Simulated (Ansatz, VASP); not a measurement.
Two plane-wave programs on Cs

```xyz
2
Lattice="-2.5538 2.5538 9.5961 2.5538 -2.5538 9.5961 2.5538 2.5538 -9.5961" Properties=species:S:1:pos:R:3 pbc="T T T"
Cs    2.5538    0.0000    4.7980
Cs    0.0000    0.0000    9.5961
```

Alike in both runs: task electric field gradients; functional LDA; k mesh 9 × 9 × 9; occupations fermi-dirac, width 0.03 eV; no spin polarisation.

|  | VASP | Ansatz |
| --- | --- | --- |
| version | VASP 6.6.1 | Ansatz 0.2.0 |
| potentials or method | VASP PAW LDA potentials, release 64 (Cs_sv) | PAW with Ansatz's default frozen-core files, scalar-relativistic |
| plane-wave cutoff (eV) | 520 | 420 |
| valence electrons in the cell | 18 | 18 |

Ansatz gave:

```
pressure (GPa)                                                : -0.3
traceless stress, the component that is largest in VASP (GPa) : -0.09
size of Vzz on the site where it differs most (V/Å²)          : 4.8
```

**Question.** Which values does VASP return?

**Answer.** Pressure (GPa): -0.3; traceless stress, the component that is largest in VASP (GPa): -0.09; size of Vzz on the site where it differs most (V/Å²): 4.7.

LDA's correlation is that of Perdew and Zunger in VASP and of Perdew and Wang (1992) in Ansatz.

Neither program's run includes spin-orbit coupling.
